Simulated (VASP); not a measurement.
# NiO2 (P-3m1) in VASP: a series of runs

Runs on NiO2. Level: PBEsol. Tasks: single point.

All numbers are computed with VASP 6.6.1; they aren't measurements. Logs are shortened: lines on timing, memory, paths and dates and some standing lists are left out, and cuts for length are marked.

### Step 1. The cell of the first run

Symmetry: P-3m1, No. 164, trigonal system. Conventional cell: a = 2.766 Å, b = 2.766 Å, c = 5.039 Å, α = 90.00°, β = 90.00°, γ = 120.00°. Ni (site symmetry -3m) has 6 O at 1.74 Å within 2.3 Å. Within 2.3 Å of O (site symmetry 3m) lie 3 Ni at 1.74 Å and 3 O at 2.11 Å.

### Step 2. Single point, PBEsol

Contents of INCAR:

```
SYSTEM = NiO2
ALGO = Normal
EDIFF = 1E-6
ENCUT = 700
GGA = PS
GGA_COMPAT = .FALSE.
ISIF = 2
ISMEAR = 0
LASPH = .TRUE.
LCHARG = .FALSE.
LREAL = .FALSE.
LWAVE = .FALSE.
NBANDS = 22
NELM = 120
PREC = Accurate
SIGMA = 0.05
```

Contents of KPOINTS:

```
k-points
0
G
  12 12 6
  0 0 0
```

Contents of POSCAR:

```
NiO2
1.0
    2.7656549825      0.0000000000      0.0000000000
   -1.3828274913      2.3951274729      0.0000000000
    0.0000000000      0.0000000000      5.0387468126
Ni O
1 2
Direct
    0.0000000000      0.0000000000      0.5000000000
    0.6666666667      0.3333333333      0.6373845568
    0.3333333333      0.6666666667      0.3626154432
```

Potentials or basis: VASP PAW PBE potentials, release 64 (Ni_sv_GW, O).

The run is started by

```console
$ cat potpaw_PBE.64/Ni_sv_GW/POTCAR potpaw_PBE.64/O/POTCAR > POTCAR
$ mpirun -np 1 vasp_std > vasp.out
```

OUTCAR:

```text
SYSTEM = NiO2
   EDIFF = 1E-6
   ENCUT = 700
   GGA = PS
   ISIF = 2
   ISMEAR = 0
   LASPH = .TRUE.
   LREAL = .FALSE.
   NELM = 120
   PREC = Accurate

 ion  position               nearest neighbor table
   1  0.000  0.000  0.500-   2 1.74   3 1.74   3 1.74   2 1.74   2 1.74   3 1.74
   2  0.667  0.333  0.637-   1 1.74   1 1.74   1 1.74
   3  0.333  0.667  0.363-   1 1.74   1 1.74   1 1.74

  LATTYP: Found a hexagonal cell.
 ALAT       =     2.7656549825
 C/A-ratio  =     1.8219000000

  Lattice vectors:

 A1 = (   2.7656549825,   0.0000000000,   0.0000000000)
 A2 = (  -1.3828274913,   2.3951274729,   0.0000000000)
 A3 = (   0.0000000000,   0.0000000000,   5.0387468126)

Analysis of symmetry for initial positions (statically):
=====================================================================
 Subroutine PRICEL returns:
 Original cell was already a primitive cell.

 Routine SETGRP: Setting up the symmetry group for a
 hexagonal supercell.

 Subroutine GETGRP returns: Found 12 space group operations
 (whereof 12 operations were pure point group operations)
 out of a pool of 24 trial point group operations.

The static configuration has the point symmetry D_3d.

Analysis of symmetry for dynamics (positions and initial velocities):
=====================================================================
 Subroutine PRICEL returns:
 Original cell was already a primitive cell.

 Routine SETGRP: Setting up the symmetry group for a
 hexagonal supercell.

 Subroutine GETGRP returns: Found 12 space group operations
 (whereof 12 operations were pure point group operations)
 out of a pool of 24 trial point group operations.

The dynamic configuration has the point symmetry D_3d.

 Subroutine INISYM returns: Found 12 space group operations
 (whereof 12 operations are pure point group operations),
 and found     1 'primitive' translations

----------------------------------------------------------------------------------------

                                     Primitive cell

  volume of cell :      33.3771

  direct lattice vectors                    reciprocal lattice vectors
     2.765654983  0.000000000  0.000000000     0.361578001  0.208757156  0.000000000
    -1.382827491  2.395127473  0.000000000     0.000000000  0.417514312  0.000000000
     0.000000000  0.000000000  5.038746813     0.000000000  0.000000000  0.198462046

  length of vectors
     2.765654983  2.765654982  5.038746813     0.417514312  0.417514312  0.198462046

  position of ions in fractional coordinates (direct lattice)
     0.000000000  0.000000000  0.500000000
     0.666666667  0.333333333  0.637384557
     0.333333333  0.666666667  0.362615443

  ion indices of the primitive-cell ions
   primitive index   ion index
                 1           1
                 2           2
                 3           3

----------------------------------------------------------------------------------------

 KPOINTS: k-points

Automatic generation of k-mesh.
 Grid dimensions read from file:
 generate k-points for:   12   12    6

 Generating k-lattice:

  Cartesian coordinates                     Fractional coordinates (reciprocal lattice)
     0.030131500  0.017396430  0.000000000     0.083333333  0.000000000  0.000000000
     0.000000000  0.034792859  0.000000000     0.000000000  0.083333333  0.000000000
     0.000000000  0.000000000  0.033077008     0.000000000  0.000000000  0.166666667

  Length of vectors
     0.034792859  0.034792859  0.033077008

  Shift w.r.t. Gamma in fractional coordinates (k-lattice)
     0.000000000  0.000000000  0.000000000

 Subroutine IBZKPT returns following result:
 ===========================================

 Found    100 irreducible k-points:

 Following reciprocal coordinates:
            Coordinates               Weight
  0.000000  0.000000  0.000000      1.000000
  0.083333 -0.000000  0.000000      6.000000
  0.166667 -0.000000  0.000000      6.000000
  0.250000 -0.000000  0.000000      6.000000
  0.333333 -0.000000  0.000000      6.000000
  0.416667 -0.000000  0.000000      6.000000
[... 16 lines left out ...]
  0.166667 -0.000000  0.166667      6.000000
  0.000000  0.166667  0.166667      6.000000
 [... further k-points ...]
   k-points           NKPTS =    100   k-points in BZ     NKDIM =    100   number of bands    NBANDS=     22
   number of dos      NEDOS =    301   number of ions     NIONS =      3
   total plane-waves  NPLWV =  27648
   dimension x,y,z NGX =    24 NGY =   24 NGZ =   48
   dimension x,y,z NGXF=    48 NGYF=   48 NGZF=   96
   ions per type =               1   2
   NGX,Y,Z   is equivalent  to a cutoff of  14.43, 14.43, 15.84 a.u.
   NGXF,Y,Z  is equivalent  to a cutoff of  28.85, 28.85, 31.67 a.u.
 SYSTEM =  NiO2
   PREC   = accura    normal or accurate (medium, high low for compatibility)
   ISTART =      0    job   : 0-new  1-cont  2-samecut
   ICHARG =      2    charge: 1-file 2-atom 10-const
   ISPIN  =      1    spin polarized calculation?
   LNONCOLLINEAR =      F non collinear calculations
   LSORBIT =      F    spin-orbit coupling
   LASPH  =      T    aspherical Exc in radial PAW
   ENCUT  =  700.0 eV  51.45 Ry    7.17 a.u.   5.97  5.97 10.87*2*pi/ulx,y,z
   NELM   =    120;   NELMIN=  2; NELMDL= -5     # of ELM steps
   EDIFF  = 0.1E-05   stopping-criterion for ELM
   LREAL  =      F    real-space projection
   EDIFFG = 0.1E-04   stopping-criterion for IOM
   NSW    =      0    number of steps for IOM
   IBRION =     -1    ionic relax: 0-MD 1-quasi-New 2-CG
   NFREE  =      0    steps in history (QN), initial steepest desc. (CG)
   ISIF   =      2    stress and relaxation
   ISYM   =      2    0-nonsym 1-usesym 2-fastsym
   POTIM  = 0.5000    time-step for ionic-motion
   TEBEG  =    0.0;   TEEND  =   0.0 temperature during run
   PSTRESS=    0.0 pullay stress
   NELECT =      30.0000    total number of electrons
   NUPDOWN=      -1.0000    fix difference up-down
   EMIN   =  10.00;   EMAX   =-10.00  energy-range for DOS
   EFERMI =   0.00;   METHOD = LEGACY
   ISMEAR =     0;   SIGMA  =   0.05  broadening in eV -4-tet -1-fermi 0-gaus
   EFERMI_NEDOS =   21; number of points for ismear=-14 and -15
   IALGO  =     38    algorithm
   IMIX   =      4    mixing-type and parameters
     AMIX     =   0.40;   BMIX     =  1.00
     AMIX_MAG =   1.60;   BMIX_MAG =  1.00
  volume/ion in A,a.u.               =      11.13        75.08
  Fermi-wavevector in a.u.,A,eV,Ry     =   1.579909  2.985596 33.961690  2.496114
  Thomas-Fermi vector in A             =   2.680217
   LORBIT       =      0    0 simple, 1 ext, 2 COOP (PROOUT), +10 PAW based schemes
   GGA     = PS    functional components
   LHFCALC =     F    Hartree Fock is set to
   AEXX    =    0.0000 exact exchange contribution
   IVDW    =     0    specifies the selected vdW correction
   LEPSILON=     F    determine dielectric tensor
   LRPA    =     F    only Hartree local field effects (RPA)
 non-spin polarized calculation
 Gauss-broadening in eV      SIGMA  =   0.05
  energy-cutoff  :      700.00
  volume of cell :       33.38
 maximum number of plane-waves:      1428
   NGX = 11   NGY = 11   NGZ = 21

 number of electron      30.0000014 magnetization

 Free energy of the ion-electron system (eV)
  ---------------------------------------------------
  ext. energy  EPLUGINS =         0.00000000
  ---------------------------------------------------
  free energy    TOTEN  =       -18.36304304 eV

  energy without entropy =      -18.36304304  energy(sigma->0) =      -18.36304304

 E-fermi :   2.7283     XC(G=0): -10.1831

 val. band max:        2.2938419803   @ k =   0.0000   0.0000   0.5000
 cond. band min:       3.2059835469   @ k =   0.3333  -0.0000   0.3333
 fundamental gap:      0.9121415666
 Fermi energy:         2.7283109621

 k-point     1 :       0.0000    0.0000    0.0000
  band No.  band energies     occupation
      1    -102.4844      2.00000
      2     -63.2654      2.00000
      3     -63.2654      2.00000
      4     -62.4602      2.00000
      5     -20.0177      2.00000
      6     -15.1033      2.00000
[... 14 lines left out ...]
     21      20.5184      0.00000
     22      21.5439      0.00000

 k-point     2 :       0.0833   -0.0000    0.0000
  band No.  band energies     occupation
      1    -102.4840      2.00000
      2     -63.2705      2.00000
      3     -63.2666      2.00000
      4     -62.4595      2.00000
      5     -19.8985      2.00000
      6     -15.1833      2.00000
[... 14 lines left out ...]
     21      20.6507      0.00000
     22      20.9672      0.00000

 k-point     3 :       0.1667   -0.0000    0.0000
  band No.  band energies     occupation
      1    -102.4829      2.00000
      2     -63.2845      2.00000
      3     -63.2699      2.00000
      4     -62.4578      2.00000
      5     -19.5546      2.00000
      6     -15.4060      2.00000
[... 14 lines left out ...]
     21      19.8405      0.00000
     22      20.9104      0.00000

 k-point     4 :       0.2500   -0.0000    0.0000
  band No.  band energies     occupation
      1    -102.4813      2.00000
      2     -63.3034      2.00000
      3     -63.2745      2.00000
      4     -62.4554      2.00000
      5     -19.0281      2.00000
      6     -15.7300      2.00000
[... 14 lines left out ...]
     21      18.9140      0.00000
     22      20.4778      0.00000

 k-point     5 :       0.3333   -0.0000    0.0000
  band No.  band energies     occupation
      1    -102.4795      2.00000
      2     -63.3222      2.00000
      3     -63.2789      2.00000
      4     -62.4529      2.00000
      5     -18.3905      2.00000
      6     -16.1145      2.00000
[... 14 lines left out ...]
     21      17.9483      0.00000
     22      20.2875      0.00000

 k-point     6 :       0.4167   -0.0000    0.0000
  band No.  band energies     occupation
      1    -102.4782      2.00000
      2     -63.3360      2.00000
      3     -63.2822      2.00000
      4     -62.4511      2.00000
      5     -17.7405      2.00000
      6     -16.5401      2.00000
[... 14 lines left out ...]
     21      16.9329      0.00000
     22      20.8722      0.00000

 k-point     7 :       0.5000   -0.0000    0.0000
  band No.  band energies     occupation
      1    -102.4779      2.00000
      2     -63.3411      2.00000
      3     -63.2835      2.00000
      4     -62.4505      2.00000
      5     -17.3007      2.00000
      6     -16.8879      2.00000
[... 324 lines left out ...]
      6     -15.1109      2.00000
[... 14 lines left out ...]
     21      21.3066      0.00000
     22      21.5434      0.00000

 k-point    21 :       0.0833   -0.0000    0.1667
  band No.  band energies     occupation
      1    -102.4840      2.00000
      2     -63.2705      2.00000
      3     -63.2666      2.00000
      4     -62.4595      2.00000
      5     -19.8964      2.00000
      6     -15.1902      2.00000
[... 14 lines left out ...]
     21      20.8575      0.00000
     22      21.5497      0.00000

 k-point    22 :       0.0000    0.0833    0.1667
  band No.  band energies     occupation
      1    -102.4840      2.00000
      2     -63.2705      2.00000
      3     -63.2666      2.00000
      4     -62.4595      2.00000
      5     -19.8963      2.00000
      6     -15.1903      2.00000
[... 14 lines left out ...]
     21      20.7741      0.00000
     22      21.5500      0.00000

 k-point    23 :       0.1667   -0.0000    0.1667
  band No.  band energies     occupation
      1    -102.4829      2.00000
      2     -63.2844      2.00000
      3     -63.2699      2.00000
      4     -62.4578      2.00000
      5     -19.5526      2.00000
      6     -15.4113      2.00000
[... 14 lines left out ...]
     21      19.8685      0.00000
     22      21.6202      0.00000

 k-point    24 :       0.0000    0.1667    0.1667
  band No.  band energies     occupation
      1    -102.4829      2.00000
      2     -63.2844      2.00000
      3     -63.2699      2.00000
      4     -62.4578      2.00000
      5     -19.5525      2.00000
      6     -15.4117      2.00000
[... 14 lines left out ...]
     21      19.5749      0.00000
     22      21.4858      0.00000

 [... further k-points ...]

------------------------ aborting loop because EDIFF is reached ----------------------------------------

  FORCE on cell =-STRESS in cart. coord.  units (eV):
  Direction    XX          YY          ZZ          XY          YZ          ZX
  --------------------------------------------------------------------------------------
  -------------------------------------------------------------------------------------
  Total       10.8104979     10.8104979      7.9480250     -0.0000000      0.0000000     -0.0000000
  in kB      518.9280050    518.9280050    381.5229217     -0.0000000      0.0000000     -0.0000000
  external PRESSURE =     473.1263105 kB  Pullay stress =       0.0000000 kB

 VOLUME and BASIS-vectors are now :
 -----------------------------------------------------------------------------
  energy-cutoff  :      700.00
  volume of cell :       33.38
      direct lattice vectors                 reciprocal lattice vectors
     2.765654983  0.000000000  0.000000000     0.361578001  0.208757156  0.000000000
    -1.382827491  2.395127473  0.000000000     0.000000000  0.417514312  0.000000000
     0.000000000  0.000000000  5.038746813     0.000000000  0.000000000  0.198462046

 POSITION                                       TOTAL-FORCE (eV/Angst)
 -----------------------------------------------------------------------------------
      0.00000      0.00000      2.51937        -0.000000      0.000000      0.000000
      1.38283      0.79838      3.21162        -0.000000      0.000000      5.895202
     -0.00000      1.59675      1.82713         0.000000     -0.000000     -5.895202
 -----------------------------------------------------------------------------------
    total drift:                                0.000000      0.000000      0.000000

  FREE ENERGIE OF THE ION-ELECTRON SYSTEM (eV)
  ---------------------------------------------------
  free  energy   TOTEN  =       -18.3630430390 eV

  energy  without entropy=      -18.3630430390  energy(sigma->0) =      -18.36304304
```

Wall time 1.9 min (1 thread of Intel Xeon Platinum 8488C (Sapphire Rapids), shared host); peak memory 0.27 GiB.

Results:

| Property | Result |
| --- | --- |
| Free energy | -18.3630 eV |
| Pressure | 47.3 GPa |
| Largest force | 5.895 eV/Å |
| Band gap on the k mesh | 0.91 eV (least direct gap 1.48 eV) |

Forces in eV/Å, atoms in the order of the input:
```
Ni   0.000  0.000  0.000
O    0.000  0.000  5.895
O    0.000  0.000 -5.895
```

Levels at points of the mesh, in eV from the valence-band top:
```
           k point  band 13  band 14  band 15  band 16  band 17  band 18
(0.00, 0.00, 0.00)    -2.06    -2.06    -0.10     2.66     2.66     6.56
(0.50, 0.00, 0.00)    -2.67    -1.98    -1.19     1.32     2.72    11.72
(0.00, 0.00, 0.50)    -2.06    -2.06     0.00     2.67     2.67     7.58
(0.50, 0.00, 0.50)    -2.66    -1.84    -1.22     1.31     2.71    10.80
```

Caveat: the stress differs along the axes, from 38 to 52 GPa; the PAW data sets were made with another functional, which shifts forces and pressure a little; the run has no spin polarisation, though such a crystal can be magnetic.

[end of part 1 of 2]
